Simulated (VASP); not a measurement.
Input of a VASP 6.6.1 run:

File INCAR:

```
PREC = Accurate
ENCUT = 520
EDIFF = 1E-7
ISMEAR = 0
SIGMA = 0.1
LREAL = False
LASPH = True
NELM = 80
ALGO = Normal
ISIF = 2
LWAVE = False
LCHARG = False
GGA = PE
NBANDS = 30
```

File KPOINTS:

```
regular mesh
0
Gamma
  4 4 4
```

POSCAR

```
CdSeS4
1.0
    4.7240416387      0.0000000000      0.0000000000
    0.0000000000      4.7240416387      0.0000000000
    0.0000000000      0.0000000000      9.9412172641
Cd Se S
1 1 4
Direct
    0.0000000000      0.0000000000      0.0000000000
    0.5000000000      0.5000000000      0.5000000000
    0.5000000000      0.0000000000      0.0000000000
    0.0000000000      0.5000000000      0.0000000000
    0.0000000000      0.0000000000      0.4036568187
    0.0000000000      0.0000000000      0.5963431813
```

Potentials or basis: VASP PAW PBE potentials, release 64 (Cd, Se, S).

The run is started by

```sh
$ cat potpaw_PBE.64/Cd/POTCAR potpaw_PBE.64/Se/POTCAR potpaw_PBE.64/S/POTCAR > POTCAR
$ mpirun -np 1 vasp_std > vasp.out
```

(1) Estimate the band gap on the k mesh.

(2) Estimate the largest force.

(3) Estimate the pressure.

## Answers

(1) zero (bands 21 and 22 overlap by 0.91 eV).

(2) 0.228 eV/Å.

(3) 0.1 GPa.
